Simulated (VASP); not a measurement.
# SiNi3 (Pm-3m) in VASP: settings compared, part 2 of 2

VASP 6.6.1.

## (3) Single point, PBE, collinear spin, ferromagnetic start (volume scaled by 0.94)

INCAR reads:

```
SYSTEM = SiNi3
PREC     = Accurate       ! precision mode
ENCUT    = 520            ! plane-wave cutoff, eV
EDIFF    = 1E-7           ! SCF threshold, eV
ISMEAR   = -1             ! smearing method
SIGMA    = 0.05           ! smearing width, eV
LREAL    = .FALSE.        ! projectors in reciprocal space
LASPH    = .TRUE.         ! aspherical terms in the spheres
NELM     = 150            ! most SCF steps
ALGO     = Normal         ! electronic algorithm
ISIF     = 2              ! what is computed and relaxed
LWAVE    = .FALSE.        ! write WAVECAR
LCHARG   = .TRUE.         ! write CHGCAR
ISPIN    = 2              ! spin polarisation
MAGMOM   = 1 1 1 0        ! initial moments
LORBIT   = 11             ! projections on sites
LMAXMIX  = 4              ! l up to which the mixer works
GGA      = PE             ! functional
LELF     = .TRUE.         ! ELF
LVHAR    = .TRUE.       
NBANDS   = 29             ! bands
```

KPOINTS reads:

```
regular mesh
0
G
  8 8 8
  0 0 0
```

POSCAR reads:

```
SiNi3
1.0
    3.4696939971      0.0000000000      0.0000000000
    0.0000000000      3.4696939971      0.0000000000
    0.0000000000      0.0000000000      3.4696939971
Ni Si
3 1
Direct
    0.5000000000      0.5000000000      0.0000000000
    0.5000000000      0.0000000000      0.5000000000
    0.0000000000      0.5000000000      0.5000000000
    0.0000000000      0.0000000000      0.0000000000
```

Potentials or basis: VASP PAW PBE potentials, release 64 (Ni, Si).

Started as:

```console
> cat potpaw_PBE.64/Ni/POTCAR potpaw_PBE.64/Si/POTCAR > POTCAR
> mpirun -np 1 vasp_std > vasp.out
```

OUTCAR:

```text
SYSTEM = SiNi3
   PREC = Accurate
   ENCUT = 520
   EDIFF = 1E-7
   ISMEAR = -1
   LREAL = .FALSE.
   LASPH = .TRUE.
   NELM = 150
   ISIF = 2
   ISPIN = 2
   LORBIT = 11
   GGA = PE

 ion  position               nearest neighbor table
   1  0.500  0.500  0.000-   2 2.45   3 2.45   4 2.45   2 2.45   3 2.45   2 2.45   4 2.45   2 2.45
                             3 2.45   4 2.45   3 2.45   4 2.45
   2  0.500  0.000  0.500-   1 2.45   3 2.45   4 2.45   1 2.45   4 2.45   1 2.45   3 2.45   1 2.45
                             3 2.45   4 2.45   4 2.45   3 2.45
   3  0.000  0.500  0.500-   1 2.45   2 2.45   4 2.45   1 2.45   4 2.45   2 2.45   4 2.45   4 2.45
                             1 2.45   2 2.45   1 2.45   2 2.45
   4  0.000  0.000  0.000-   1 2.45   2 2.45   3 2.45   2 2.45   3 2.45   1 2.45   3 2.45   3 2.45
                             1 2.45   2 2.45   2 2.45   1 2.45

  LATTYP: Found a simple cubic cell.
[... 1773 lines left out ...]
 -----------------------------------------------------------------------------------
      1.73485      1.73485      0.00000         0.000000      0.000000      0.000000
      1.73485      0.00000      1.73485         0.000000      0.000000      0.000000
      0.00000      1.73485      1.73485         0.000000      0.000000      0.000000
      0.00000      0.00000      0.00000         0.000000      0.000000      0.000000
 -----------------------------------------------------------------------------------
    total drift:                                0.000000      0.000000      0.000000

  FREE ENERGIE OF THE ION-ELECTRON SYSTEM (eV)
  ---------------------------------------------------
  free  energy   TOTEN  =       -23.6585676984 eV

  energy  without entropy=      -23.6409135744  energy(sigma->0) =      -23.64974064

 total charge

# of ion       s       p       d       tot
------------------------------------------
    1        0.499   0.604   8.428   9.531
    2        0.499   0.604   8.428   9.531
    3        0.499   0.604   8.428   9.531
    4        0.730   0.841   0.000   1.571
--------------------------------------------------
tot          2.228   2.652  25.285  30.164

 magnetization (x)

# of ion       s       p       d       tot
------------------------------------------
    1       -0.000  -0.000   0.000   0.000
    2       -0.000  -0.000   0.000   0.000
    3       -0.000  -0.000   0.000   0.000
    4       -0.000  -0.000   0.000  -0.000
--------------------------------------------------
tot         -0.000  -0.000   0.000   0.000
```

OSZICAR:

```text
N       E                     dE             d eps       ncg     rms          rms(c)
DAV:   1     0.208861038717E+03    0.20886E+03   -0.14635E+04  4156   0.155E+03
DAV:   2    -0.127766171354E+02   -0.22164E+03   -0.20521E+03  4070   0.306E+02
DAV:   3    -0.269138480830E+02   -0.14137E+02   -0.13339E+02  4601   0.924E+01
DAV:   4    -0.271695403445E+02   -0.25569E+00   -0.25517E+00  4547   0.121E+01
DAV:   5    -0.271767656893E+02   -0.72253E-02   -0.72247E-02  4929   0.181E+00    0.211E+01
DAV:   6    -0.271618286062E+02    0.14937E-01   -0.24285E+01  4890   0.904E+01    0.177E+01
DAV:   7    -0.237425638909E+02    0.34193E+01   -0.90552E+00  4967   0.503E+01    0.421E+00
DAV:   8    -0.236729414182E+02    0.69622E-01   -0.22459E-01  5131   0.410E+00    0.154E+00
DAV:   9    -0.236606651728E+02    0.12276E-01   -0.13974E-02  5864   0.135E+00    0.632E-01
DAV:  10    -0.236590676144E+02    0.15976E-02   -0.10896E-03  5099   0.309E-01    0.319E-01
DAV:  11    -0.236585362838E+02    0.53133E-03   -0.30947E-04  5469   0.288E-01    0.893E-02
DAV:  12    -0.236585767709E+02   -0.40487E-04   -0.10706E-04  5473   0.110E-01    0.417E-02
DAV:  13    -0.236585726388E+02    0.41321E-05   -0.82058E-06  5061   0.308E-02    0.182E-02
DAV:  14    -0.236585683389E+02    0.42998E-05   -0.16629E-06  5433   0.137E-02    0.785E-03
DAV:  15    -0.236585679863E+02    0.35264E-06   -0.48333E-07  4790   0.845E-03    0.310E-03
DAV:  16    -0.236585677106E+02    0.27573E-06   -0.61126E-08  2529   0.394E-03    0.180E-03
DAV:  17    -0.236585676984E+02    0.12213E-07   -0.29968E-08  2380   0.164E-03
   1 F= -.23658568E+02 E0= -.23649741E+02  d E =-.176541E-01  mag=    -0.0000
```

Run time: 55 s. Hardware: 1 thread of Intel Xeon 6975P-C (Granite Rapids), shared host; peak memory 0.19 GiB.

What came out:

```yaml
Free_energy: -23.6586 eV
Pressure: 7.2 GPa
Band_gap_on_the_k_mesh: zero (filled and empty bands overlap)
Net_moment: 0.00 μB per cell
Valence_electrons_inside_the_program's_atomic_spheres: Ni 9.53; Si 1.57
```

## (4) Single point, PBE, collinear spin, ferromagnetic start (volume scaled by 0.98)

INCAR reads:

```
SYSTEM = SiNi3
PREC = Accurate
ENCUT = 520
EDIFF = 1E-6
ISMEAR = -1
SIGMA = 0.05
LREAL = .False.
LASPH = .True.
NELM = 150
ALGO = Normal
ISIF = 2
LWAVE = .False.
LCHARG = .True.
ISPIN = 2
MAGMOM = 1 1 1 0
LORBIT = 11
LMAXMIX = 4
GGA = PE
LELF = .True.
LVHAR = .True.
NBANDS = 29
```

KPOINTS reads:

```
regular mesh
0
Gamma
  8 8 8
  0 0 0
```

POSCAR reads:

```
SiNi3
1.0
    3.5182274716      0.0000000000      0.0000000000
    0.0000000000      3.5182274716      0.0000000000
    0.0000000000      0.0000000000      3.5182274716
Ni Si
3 1
Direct
    0.5000000000      0.5000000000      0.0000000000
    0.5000000000      0.0000000000      0.5000000000
    0.0000000000      0.5000000000      0.5000000000
    0.0000000000      0.0000000000      0.0000000000
```

Started as:

```console
> cat potpaw_PBE.64/Ni/POTCAR potpaw_PBE.64/Si/POTCAR > POTCAR
> mpirun -np 1 vasp_std > vasp.out
```

Wall time 50 s (1 thread of Intel Xeon 6975P-C (Granite Rapids), shared host); peak memory 0.2 GiB.

Results (log left out):

```
Free energy                                           : -23.6850 eV
Pressure                                              : -2.1 GPa
Band gap on the k mesh                                : zero (filled and empty bands overlap)
Net moment                                            : 0.00 μB per cell
Valence electrons inside the program's atomic spheres : Ni 9.44; Si 1.54
```

Levels at points of the mesh, in eV from the Fermi level:
Spin up:
| k point | band 14 | band 15 | band 16 | band 17 | band 18 | band 19 | band 20 | band 21 |
| --- | --- | --- | --- | --- | --- | --- | --- | --- |
| (0.00, 0.00, 0.00) | -0.62 | -0.62 | -0.30 | 0.03 | 0.03 | 0.03 | 4.73 | 6.28 |
| (0.50, 0.00, 0.00) | -1.27 | -1.13 | -0.55 | 0.03 | 3.56 | 3.56 | 5.12 | 5.24 |
| (0.50, 0.50, 0.00) | -1.40 | -1.09 | -1.00 | -0.93 | 0.64 | 0.64 | 5.52 | 6.28 |
| (0.50, 0.50, 0.50) | -1.22 | -1.22 | -0.37 | -0.21 | -0.21 | -0.21 | 1.16 | 3.98 |
Spin down:
```tsv
k point	band 15	band 16	band 17	band 18	band 19	band 20
(0.00, 0.00, 0.00)	-0.62	-0.30	0.03	0.03	0.03	4.73
(0.50, 0.00, 0.00)	-1.13	-0.55	0.03	3.56	3.56	5.12
(0.50, 0.50, 0.00)	-1.09	-1.00	-0.93	0.64	0.64	5.52
(0.50, 0.50, 0.50)	-1.22	-0.37	-0.21	-0.21	-0.21	1.16
```

## (5) The runs side by side

| level | cell | k mesh | gap on the mesh (eV) | pressure (GPa) | moment (μB) |
| --- | --- | --- | --- | --- | --- |
| BLYP | a = 3.542 Å, 4 atoms | 4 × 4 × 4 | none | 3.9 | 0.00 |
| PBE | a = 3.470 Å, 4 atoms | 8 × 8 × 8 | none | 7.2 | 0.00 |
| PBE | a = 3.518 Å, 4 atoms | 8 × 8 × 8 | none | -2.1 | 0.00 |

Alike in all rows: task single point; potentials or basis VASP PAW PBE potentials, release 64 (Ni, Si); spin collinear, ferromagnetic start; cutoff (eV) 520; smearing fermi-dirac 0.05 eV.

Caveats: some runs use coarse meshes; the PAW data sets were made with another functional, which shifts forces and pressure a little (some runs).

Total energies depend on the potentials used, so only differences within one code and one set of settings carry meaning.
